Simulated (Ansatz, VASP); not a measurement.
**NaCl in VASP and in Ansatz**

File INCAR:

```
PREC = Accurate ; ENCUT = 520
EDIFF = 1E-6 ; ISMEAR = 0
SIGMA = 0.05 ; LREAL = F
LASPH = T ; NELM = 80
ALGO = Normal ; ISIF = 2
LWAVE = F ; LCHARG = F
NBANDS = 14
```

KPOINTS

```
regular mesh
0
Gamma
  6 6 6
```

File POSCAR:

```
NaCl
1.0
    3.5021900000      0.0000000000      0.0000000000
    0.0000000000      3.5021900000      0.0000000000
    0.0000000000      0.0000000000      3.5021900000
Na Cl
1 1
Direct
    0.0000000000      0.0000000000      0.0000000000
    0.4793932415      0.4793932415      0.4793932415
```

Input for Ansatz:

```yaml
crystal:
  lattice:
    - [3.50219, 0.0, 0.0]
    - [0.0, 3.50219, 0.0]
    - [0.0, 0.0, 3.50219]
  atoms:
    - { symbol: Na, position: [0.0, 0.0, 0.0] }
    - { symbol: Cl, position: [0.4793932415, 0.4793932415, 0.4793932415] }
basis:
  ecutwfc: 420
kpoints:
  mp_grid: { grid: [6, 6, 6] }
hamiltonian:
  xc: lda
scf:
  occupations: { method: gaussian, width: 0.05 }
output:
  forces: true
  stress: true
  eigenvalues: true
```

Change from the starting cell: all Cl atoms moved +0.125 Å, as atom 2 towards its neighbour atom 1 (Na) at 3.033 Å.

Alike in both runs: task single point; functional LDA; k mesh 6 × 6 × 6; occupations gaussian, width 0.05 eV; no spin polarisation.

|  | VASP | Ansatz |
| --- | --- | --- |
| version | VASP 6.6.1 | Ansatz 0.2.0 |
| potentials or method | VASP PAW LDA potentials, release 64 (Na_pv, Cl), cutoff 520 eV | scalar-relativistic, plane waves, PAW |
| valence electrons in the cell | 14 | 16 |

Ansatz gave:

* gap on the k mesh at the Fermi level (eV): 3.61
* least direct gap on the mesh (eV): 4.12
* pressure (GPa): -3.0
* traceless stress, the component that is largest in VASP (GPa): 0.07
* rms of the force components (eV/Å): 0.010

Estimate VASP's values.

gap on the k mesh at the Fermi level (eV): 3.61; least direct gap on the mesh (eV): 4.12; pressure (GPa): -3.0; traceless stress, the component that is largest in VASP (GPa): 0.07; rms of the force components (eV/Å): 0.011.

LDA's correlation is that of Perdew and Zunger in VASP and of Perdew and Wang (1992) in Ansatz. Atom by atom the forces differ by 0.000 eV/Å (rms over components). VASP's potentials hold 14 valence electrons a cell and Ansatz's 16, so a difference there can come from the potentials and not from the codes.
